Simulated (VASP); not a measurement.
CaO (dq5), 2 atoms in the cell. Symmetry: Fm-3m, No. 225, cubic system. Conventional cell: a = 4.711 Å, b = 4.711 Å, c = 4.711 Å, α = 90.00°, β = 90.00°, γ = 90.00°. Ca (site symmetry m-3m) has 6 O at 2.36 Å within 3.1 Å. O (site symmetry m-3m) has 6 Ca at 2.36 Å within 3.1 Å. 

* Program: VASP 6.6.1
* Task: relaxation of cell and atoms
* Functional: LDA
* Potentials or basis: VASP PAW LDA potentials, release 64 (Ca_sv, O)
* Cutoff: 600 eV
* k mesh: 8 × 8 × 8
* Occupations: gaussian, width 0.02 eV
* Spin: no spin polarisation
* Dipole correction: no
* Further INCAR settings: ALGO = Normal; EDIFF = 1e-07; IBRION = 2; EDIFFG = -0.002; NSW = 100; ISIF = 3

Potentials or basis: VASP PAW LDA potentials, release 64 (Ca_sv, O).

Launch:

```bash
$ cat potpaw_LDA.64/Ca_sv/POTCAR potpaw_LDA.64/O/POTCAR > POTCAR
$ mpirun -np 1 vasp_std > vasp.out
```

Hardware: 1 thread of Intel Xeon 8259CL (shared host).

Question: How long does it take, and how much memory?

Answer: It took 33 s on 1 thread of Intel Xeon 8259CL, with other jobs on the host, peak memory 0.15 GiB. Counts: scf iterations 30, k points 29, ion steps 3.
